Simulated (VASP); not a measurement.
ZnS, 2 atoms in the cell. It takes space group F-43m (No. 216, cubic). The conventional cell has a = 5.300 Å, b = 5.300 Å, c = 5.300 Å, α = 90.00°, β = 90.00°, γ = 90.00°. Zn (site symmetry -43m) has 4 S at 2.29 Å within 3.0 Å. S (site symmetry -43m) has 4 Zn at 2.29 Å within 3.0 Å.  This cell differs from its parent crystal: volume scaled by 0.9405.

| Quantity | Value |
| --- | --- |
| Program | VASP 6.6.1 |
| Task | electric field gradients |
| Functional | PBE |
| Potentials or basis | VASP PAW PBE potentials, release 64 (Zn, S) |
| Cutoff | 520 eV |
| k mesh | 9 × 9 × 9 |
| Occupations | fermi-dirac, width 0.01 eV |
| Spin | no spin polarisation |
| Dipole correction | no |
| Further INCAR settings | ALGO = Normal; EDIFF = 1e-08; NBANDS = 16 |

Potentials or basis: VASP PAW PBE potentials, release 64 (Zn, S).

Run with:

```bash
$ cat potpaw_PBE.64/Zn/POTCAR potpaw_PBE.64/S/POTCAR > POTCAR
$ mpirun -np 1 vasp_std > vasp.out
```

Hardware: 1 thread of Intel Xeon 6975P-C, with other jobs on the host.

Task: Estimate the wall time of this run.

Result: It took 13 s on 1 thread of Intel Xeon 6975P-C (shared host), peak memory 0.16 GiB. Counts: scf iterations 15, k points 35.
